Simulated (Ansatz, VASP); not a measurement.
Two plane-wave programs on PbS

```xyz
4
Lattice="4.9970 0.0000 0.0000 -2.4985 4.3276 0.0000 0.0000 0.0000 5.9977" Properties=species:S:1:pos:R:3 pbc="T T T"
Pb    0.0000    2.8850   -0.3843
Pb    2.4985    1.4425    2.6145
S     0.0000    2.8850    2.6335
S     2.4985    1.4425    5.6323
```

Alike in both runs: task single point; functional LDA; k mesh 6 × 6 × 4; no spin polarisation.

|  | VASP | Ansatz |
| --- | --- | --- |
| version | VASP 6.6.1 | Ansatz 0.2.0 |
| potentials or method | VASP PAW LDA potentials, release 64 (Pb_d, S) | plane waves, PAW |
| plane-wave cutoff (eV) | 520 | 420 |
| occupations | gaussian, width 0.01 eV | fixed |
| valence electrons in the cell | 40 | 40 |

|  | VASP | Ansatz | Ansatz less VASP |
| --- | --- | --- | --- |
| gap on the k mesh at the Fermi level (eV) | 1.27 | 1.28 | +0.014 |

LDA's correlation is that of Perdew and Zunger in VASP and of Perdew and Wang (1992) in Ansatz.

Neither program's run includes spin-orbit coupling.
